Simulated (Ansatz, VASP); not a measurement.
**BN in VASP and in Ansatz**

```xyz
2
Lattice="0.0000 1.8048 1.8048 1.8048 0.0000 1.8048 1.8048 1.8048 0.0000" Properties=species:S:1:pos:R:3 pbc="T T T"
B     0.0000    0.0000    0.0000
N     0.9024    0.9024    0.9024
```

Alike in both runs: task single point; functional HSE06; k mesh 6 × 6 × 6; no spin polarisation.

|  | VASP | Ansatz |
| --- | --- | --- |
| version | VASP 6.6.1 | Ansatz 0.2.0 |
| potentials or method | VASP PAW PBE potentials, release 64 (B, N) | plane waves, PAW |
| plane-wave cutoff (eV) | 520 | 420 |
| occupations | gaussian, width 0.01 eV | fixed |
| valence electrons in the cell | 8 | 8 |

```csv
,VASP,Ansatz,Ansatz less VASP
gap on the k mesh at the Fermi level (eV),5.78,5.80,+0.014
pressure (GPa),-3.9,-4.4,-0.47
```

Ansatz's warnings: stress exchange threshold loose, stress scf threshold loose.

The k mesh is coarse, so the values compare programs but aren't converged.
